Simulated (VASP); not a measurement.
A run of VASP 6.6.1 is set up as follows.

INCAR

```
PREC = Accurate
ENCUT = 600
EDIFF = 1E-7
ISMEAR = -1
SIGMA = 0.05
LREAL = F
LASPH = T
NELM = 80
ALGO = Normal
ISIF = 3
LWAVE = F
LCHARG = F
GGA = PS
IVDW = 13
IBRION = 2
NSW = 60
EDIFFG = -0.01
```

The input KPOINTS:

```
Automatic mesh
0
Gamma
  8 8 7
```

File POSCAR:

```
NbTe
1.0
    3.7029743866      0.0000000000      0.0000000000
   -1.8514871933      3.2068698884      0.0000000000
    0.0000000000      0.0000000000      3.6942110000
Te Nb
1 1
Direct
    0.6666666667      0.3333333333      0.0000000000
    0.0000000000      0.0000000000      0.5000000000
```

Potentials or basis: VASP PAW PBE potentials, release 64 (Te, Nb_sv).

Launch:

```sh
$ cat potpaw_PBE.64/Te/POTCAR potpaw_PBE.64/Nb_sv/POTCAR > POTCAR
$ mpirun -np 1 vasp_std > vasp.out
```

Problem. What does it give for the dispersion energy per atom?

Solution. -0.294 eV.

Problem. What does it give for the relaxed volume?

Solution. 20.62 Å³/atom.

Problem. Estimate the space group after relaxing (to 0.05 Å).

Solution. P-6m2 (No. 187).

Step by step:
| step | energy change (eV) | largest force (eV/Å) | pressure (GPa) | volume (Å³) |
| --- | --- | --- | --- | --- |
| 1 | 0.0000 | 0.0000 | -7.24 | 43.87 |
| 2 | 0.0959 | 0.0000 | 15.37 | 37.87 |
| 3 | -0.0593 | 0.0000 | -0.20 | 41.44 |
| 4 | -0.0593 | 0.0000 | -0.03 | 41.39 |
| 5 | -0.0623 | 0.0000 | -0.01 | 41.30 |
| 6 | -0.0628 | 0.0000 | 0.00 | 41.24 |

Caveat: the PAW data sets were made with another functional, which shifts forces and pressure a little; pairwise dispersion overbinds metals, which lowers pressure and volume.
